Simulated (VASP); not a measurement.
# Zr (Im-3m) in VASP: further runs, part 3 of 3

VASP 6.6.1.

**5. Electric field gradients, PBEsol (volume scaled by 1.06)**

File INCAR:

```
PREC = Accurate
ENCUT = 520
EDIFF = 1E-8
ISMEAR = -1
SIGMA = 0.08
LREAL = False
LASPH = True
NELM = 80
ALGO = Normal
ISIF = 2
LWAVE = False
LCHARG = False
GGA = PS
LEFG = True
NBANDS = 12
```

File KPOINTS:

```
regular mesh
0
Gamma
  14 14 14
```

File POSCAR:

```
Zr
1.0
   -1.8454992086      1.8454992086      1.8454992086
    1.8454992086     -1.8454992086      1.8454992086
    1.8454992086      1.8454992086     -1.8454992086
Zr
1
Direct
    0.0000000000      0.0000000000      0.0000000000
```

Potentials or basis: VASP PAW PBE potentials, release 64 (Zr_sv).

Command:

```console
> cat potpaw_PBE.64/Zr_sv/POTCAR > POTCAR
> mpirun -np 1 vasp_std > vasp.out
```

OUTCAR:

```text
PREC = Accurate
   ENCUT = 520
   EDIFF = 1E-8
   ISMEAR = -1
   LREAL = False
   LASPH = True
   NELM = 80
   ISIF = 2
   GGA = PS

 ion  position               nearest neighbor table
   1  0.000  0.000  0.000-

  LATTYP: Found a body centered cubic cell.
 ALAT       =     3.6909984172

  Lattice vectors:

 A1 = (  -1.8454992086,   1.8454992086,   1.8454992086)
 A2 = (   1.8454992086,  -1.8454992086,   1.8454992086)
 A3 = (   1.8454992086,   1.8454992086,  -1.8454992086)

Analysis of symmetry for initial positions (statically):
=====================================================================
 Subroutine PRICEL returns:
 Original cell was already a primitive cell.

 Routine SETGRP: Setting up the symmetry group for a
 body centered cubic supercell.

 Subroutine GETGRP returns: Found 48 space group operations
 (whereof 48 operations were pure point group operations)
 out of a pool of 48 trial point group operations.

The static configuration has the point symmetry O_h .

Analysis of symmetry for dynamics (positions and initial velocities):
=====================================================================
 Subroutine PRICEL returns:
 Original cell was already a primitive cell.

 Routine SETGRP: Setting up the symmetry group for a
 body centered cubic supercell.

 Subroutine GETGRP returns: Found 48 space group operations
 (whereof 48 operations were pure point group operations)
 out of a pool of 48 trial point group operations.

The dynamic configuration has the point symmetry O_h .

[... 160 lines left out ...]
      9      11.1161      0.00000
     10      11.1161      0.00000
     11      19.8998      0.00000
     12      19.8998      0.00000
[... 331 lines left out ...]
 k-point    24 :       0.3571    0.2857    0.0000
  band No.  band energies     occupation
      1     -40.6768      2.00000
      2     -19.0084      2.00000
      3     -18.8918      2.00000
      4     -18.5216      2.00000
      5       6.4975      2.00000
      6       7.2570      1.99647
      7       7.5768      1.82433
      8      11.2408      0.00000
      9      11.6034      0.00000
     10      15.4449      0.00000
     11      15.9710      0.00000
     12      17.3458      0.00000

 [... further k-points ...]

------------------------ aborting loop because EDIFF is reached ----------------------------------------

  FORCE on cell =-STRESS in cart. coord.  units (eV):
  Direction    XX          YY          ZZ          XY          YZ          ZX
  --------------------------------------------------------------------------------------
  -------------------------------------------------------------------------------------
  Total       -1.6246763     -1.6246763     -1.6246763      0.0000000      0.0000000     -0.0000000
  in kB     -103.5322969   -103.5322969   -103.5322969      0.0000000      0.0000000     -0.0000000
  external PRESSURE =    -103.5322969 kB  Pullay stress =       0.0000000 kB

 VOLUME and BASIS-vectors are now :
 -----------------------------------------------------------------------------
  energy-cutoff  :      520.00
  volume of cell :       25.14
      direct lattice vectors                 reciprocal lattice vectors
    -1.845499209  1.845499209  1.845499209     0.000000000  0.270929404  0.270929404
     1.845499209 -1.845499209  1.845499209     0.270929404  0.000000000  0.270929404
     1.845499209  1.845499209 -1.845499209     0.270929404  0.270929404  0.000000000

 POSITION                                       TOTAL-FORCE (eV/Angst)
 -----------------------------------------------------------------------------------
      0.00000      0.00000      0.00000        -0.000000     -0.000000      0.000000
 -----------------------------------------------------------------------------------
    total drift:                                0.000000      0.000000      0.000000

  FREE ENERGIE OF THE ION-ELECTRON SYSTEM (eV)
  ---------------------------------------------------
  free  energy   TOTEN  =        -8.9178260943 eV

  energy  without entropy=       -8.8724488665  energy(sigma->0) =       -8.89513748

 Electric field gradients (V/A^2)
---------------------------------------------------------------------
 ion       V_xx      V_yy      V_zz      V_xy      V_xz      V_yz
---------------------------------------------------------------------
   1      -0.000     0.000     0.000    -0.000    -0.000    -0.000
---------------------------------------------------------------------

 Electric field gradients after diagonalization (V/A^2)
 (convention: |V_zz| > |V_xx| > |V_yy|)
----------------------------------------------------------------------
 ion       V_xx      V_yy      V_zz     asymmetry (V_yy - V_xx)/ V_zz
----------------------------------------------------------------------
   1       0.000     0.000    -0.000       0.000
----------------------------------------------------------------------

           NMR quadrupolar parameters

 Cq : quadrupolar parameter    Cq=e*Q*V_zz/h
 eta: asymmetry parameters     (V_yy - V_xx)/ V_zz
 Q  : nuclear electric quadrupole moment in mb (millibarn)
----------------------------------------------------------------------
 ion       Cq(MHz)       eta       Q (mb)
----------------------------------------------------------------------
   1      -0.000       0.000       1.000
----------------------------------------------------------------------
```

OSZICAR:

```text
N       E                     dE             d eps       ncg     rms          rms(c)
DAV:   1     0.839096373270E+02    0.83910E+02   -0.67782E+03  2504   0.982E+02
DAV:   2    -0.633297468926E+01   -0.90243E+02   -0.87879E+02  2908   0.266E+02
DAV:   3    -0.930586639068E+01   -0.29729E+01   -0.29244E+01  3808   0.399E+01
DAV:   4    -0.936601591196E+01   -0.60150E-01   -0.60107E-01  2928   0.558E+00
DAV:   5    -0.936703639785E+01   -0.10205E-02   -0.10204E-02  3548   0.540E-01    0.918E+00
DAV:   6    -0.898785251541E+01    0.37918E+00   -0.46737E-01  2676   0.605E+00    0.344E+00
DAV:   7    -0.891635775537E+01    0.71495E-01   -0.21622E-01  3048   0.386E+00    0.682E-01
DAV:   8    -0.891784781035E+01   -0.14901E-02   -0.12048E-02  2912   0.123E+00    0.128E-01
DAV:   9    -0.891783711177E+01    0.10699E-04   -0.51666E-04  3180   0.207E-01    0.215E-02
DAV:  10    -0.891782648905E+01    0.10623E-04   -0.29545E-05  2884   0.528E-02    0.139E-02
DAV:  11    -0.891782606768E+01    0.42136E-06   -0.22987E-06  3068   0.138E-02    0.123E-03
DAV:  12    -0.891782612755E+01   -0.59868E-07   -0.49721E-08  3116   0.209E-03    0.393E-04
DAV:  13    -0.891782609502E+01    0.32527E-07   -0.10522E-08  2036   0.888E-04    0.771E-05
DAV:  14    -0.891782609430E+01    0.71714E-09   -0.83576E-10  1424   0.273E-04
   1 F= -.89178261E+01 E0= -.88951375E+01  d E =-.453772E-01
```

Wall time 13 s (1 thread of Intel Xeon Platinum 8488C (Sapphire Rapids), shared host); peak memory 0.15 GiB.

What came out:

| Item | Value |
| --- | --- |
| Free energy | -8.9178 eV |
| Pressure | -10.4 GPa |
| Band gap on the k mesh | zero (band 6 reaches 8.83 eV, above the bottom of band 7 at 7.18 eV) |

Caveat: without QUAD_EFG the Cq values of the log hold for a quadrupole moment of 1 mb, not for the nuclei; the PAW data sets were made with another functional, which shifts forces and pressure a little.

**6. The runs side by side**

| cell | gap on the mesh (eV) | pressure (GPa) |
| --- | --- | --- |
| a = 3.125 Å, angles 109.5°, 1 atom | none | -5.9 |
| a = 3.156 Å, angles 109.5°, 1 atom | none | -8.0 |
| a = 3.196 Å, angles 109.5°, 1 atom | none | -10.4 |

Alike in all rows: task electric field gradients; level PBEsol; potentials or basis VASP PAW PBE potentials, release 64 (Zr_sv); no spin polarisation; k mesh 14 × 14 × 14; cutoff (eV) 520; smearing fermi-dirac 0.08 eV.

Caveats: the PAW data sets were made with another functional, which shifts forces and pressure a little.

Absolute energies hang on the potentials; compare differences alone.
